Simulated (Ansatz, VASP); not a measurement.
Two plane-wave programs on TaSi2

```
CELL_PARAMETERS angstrom
4.84685 0.00000 0.00000
-2.42343 4.19750 0.00000
0.00000 0.00000 6.65646
ATOMIC_POSITIONS crystal
Ta 0.50000 0.00000 0.00000
Ta 0.50000 0.50000 0.66667
Ta 0.00000 0.50000 0.33333
Si 0.15897 0.31794 0.00000
Si 0.84103 0.15897 0.66667
Si 0.68206 0.84103 0.33333
Si 0.84103 0.68206 0.00000
Si 0.15897 0.84103 0.66667
Si 0.31794 0.15897 0.33333
```

Change from the starting cell: volume scaled by 1.04, ions relaxed.

Alike in both runs: functional PBE; k mesh 11 × 11 × 7; occupations fermi-dirac, width 0.05 eV; no spin polarisation.

Ansatz relaxed the structure, and its values are those at the end. VASP's run is a single point on that final structure, the one shown.

|  | VASP | Ansatz |
| --- | --- | --- |
| version | VASP 6.6.1 | Ansatz 0.2.0 |
| potentials or method | VASP PAW PBE potentials, release 64 (Ta_pv, Si) | plane-wave PAW, scalar-relativistic |
| plane-wave cutoff (eV) | 520 | 420 |
| valence electrons in the cell | 57 | 63 |

```csv
,VASP,Ansatz,Ansatz less VASP
pressure (GPa),-4.5,-4.6,-0.07
rms of the force components (eV/Å),0.002,0.004,+0.0017
```

VASP's potentials hold 57 valence electrons a cell and Ansatz's 63, so a difference there can come from the potentials and not from the codes. Ansatz's warnings: stress scf threshold loose.

Spin-orbit coupling is off throughout.
